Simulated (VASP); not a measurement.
## InGa5P6: single point with PBE

InGa5P6:

```
In Ga P
1.0
     3.64384    0.00000    0.00000
     0.00000    5.12142    0.00000
     0.00000    0.00000   11.54046
In Ga P
1 5 6
Direct
  0.50000 0.50000 0.00000
  0.00000 0.00000 0.83286
  0.00000 0.00000 0.16714
  0.50000 0.50000 0.33732
  0.00000 0.00000 0.50000
  0.50000 0.50000 0.66268
  0.00000 0.50000 0.18429
  0.00000 0.50000 0.50000
  0.50000 0.00000 0.66131
  0.00000 0.50000 0.81571
  0.50000 0.00000 0.00000
  0.50000 0.00000 0.33869
```

```
Program             : VASP 6.6.1
Task                : single point
Functional          : PBE
Potentials or basis : VASP PAW PBE potentials, release 64 (In_d, Ga_d, P)
Cutoff              : 520 eV
k mesh              : 4 × 4 × 2
Occupations         : gaussian, width 0.1 eV
Spin                : no spin polarisation
```

```json
{"Pressure": "0.0 GPa", "Largest force": "0.021 eV/Å", "Band gap on the k mesh": "zero (band 54 reaches 6.99 eV, above the bottom of band 55 at 4.48 eV)"}
```

Forces on the atoms (eV/Å):
```
In   0.000  0.000  0.000
Ga   0.000  0.000  0.021
Ga   0.000  0.000 -0.021
Ga   0.000  0.000  0.003
Ga   0.000  0.000  0.000
Ga   0.000  0.000 -0.003
P    0.000  0.000  0.006
P    0.000  0.000  0.000
P    0.000  0.000 -0.017
P    0.000  0.000 -0.006
P    0.000  0.000  0.000
P    0.000  0.000  0.017
```

Levels at points of the mesh, in eV from the Fermi level:
```tsv
k point	band 52	band 53	band 54	band 55	band 56	band 57
(0.00, 0.00, 0.00)	-0.27	0.27	0.47	0.54	0.54	0.70
(0.50, 0.00, 0.00)	-2.82	-0.95	-0.95	-0.82	-0.81	-0.47
(0.00, 0.50, 0.00)	-0.17	-0.13	-0.12	0.79	1.07	2.39
(0.50, 0.50, 0.00)	-0.09	0.11	0.17	2.06	2.25	2.37
(0.00, 0.00, 0.50)	-0.66	-0.23	-0.13	0.46	0.55	2.03
(0.50, 0.00, 0.50)	-2.46	-2.40	-2.23	-2.04	-2.01	1.06
(0.00, 0.50, 0.50)	0.24	0.24	0.25	1.32	1.33	1.39
(0.50, 0.50, 0.50)	-1.26	-0.93	-0.84	1.95	2.25	2.59
```

Wall time 4.8 min on 1 thread of AMD EPYC 7R43 64-Core Processor (Zen 3), with other jobs on the host, peak memory 0.39 GiB.

Caveat: the k points lie up to 0.43 Å⁻¹ apart; spin-orbit coupling is left out, which moves the levels of the heavy elements.
